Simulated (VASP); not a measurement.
A run of VASP 6.6.1 is set up as follows.

Contents of INCAR:

```
  PREC = Accurate
  ENCUT = 600
  EDIFF = 1E-6
  ISMEAR = 0
  SIGMA = 0.1
  LREAL = False
  LASPH = True
  NELM = 100
  ALGO = Normal
  ISIF = 3
  LWAVE = False
  LCHARG = False
  GGA = PE
  IBRION = 2
  NSW = 90
  EDIFFG = -0.04
```

The input KPOINTS:

```
Automatic mesh
0
Gamma
  6 6 4
```

File POSCAR:

```
TlH5
1.0
    4.7674438200      0.0000000000      0.0000000000
   -2.3837219100      4.1287274600      0.0000000000
    0.0000000000      0.0000000000      3.8792927700
Tl H
1 5
Direct
    0.0000000000      0.0000000000      0.0000000000
    0.3333333300      0.6666666700      0.0000000000
    0.6666666700      0.3333333300      0.0000000000
    0.5000000000      0.0000000000      0.5000000000
    0.5000000000      0.5000000000      0.5000000000
    0.0000000000      0.5000000000      0.5000000000
```

Potentials or basis: VASP PAW PBE potentials, release 64 (Tl_d, H).

Run with:

```bash
$ cat potpaw_PBE.64/Tl_d/POTCAR potpaw_PBE.64/H/POTCAR > POTCAR
$ mpirun -np 1 vasp_std > vasp.out
```

Question: Predict the relaxed cell.

Answer: a = 3.963 Å, b = 3.963 Å, c = 3.361 Å, α = 90.00°, β = 90.00°, γ = 120.00°.

Question: Estimate the band gap on the k mesh.

Answer: Zero (band 9 reaches 6.11 eV, above the bottom of band 10 at 0.95 eV).

Question: Predict the space group after relaxing (to 0.05 Å).

Answer: P6/mmm (No. 191).

Final structure:
```xyz
6
Lattice="3.9631 0.0000 0.0000 -1.9815 3.4321 0.0000 0.0000 0.0000 3.3615" Properties=species:S:1:pos:R:3 pbc="T T T"
Tl    0.0000    0.0000    0.0000
H     0.0000    2.2881    0.0000
H     1.9815    1.1440    0.0000
H     1.9815    0.0000    1.6807
H     0.9908    1.7161    1.6807
H    -0.9908    1.7161    1.6807
```

Caveat: the k points lie up to 0.47 Å⁻¹ apart in the final cell; spin-orbit coupling is left out, which moves the levels of the heavy elements.
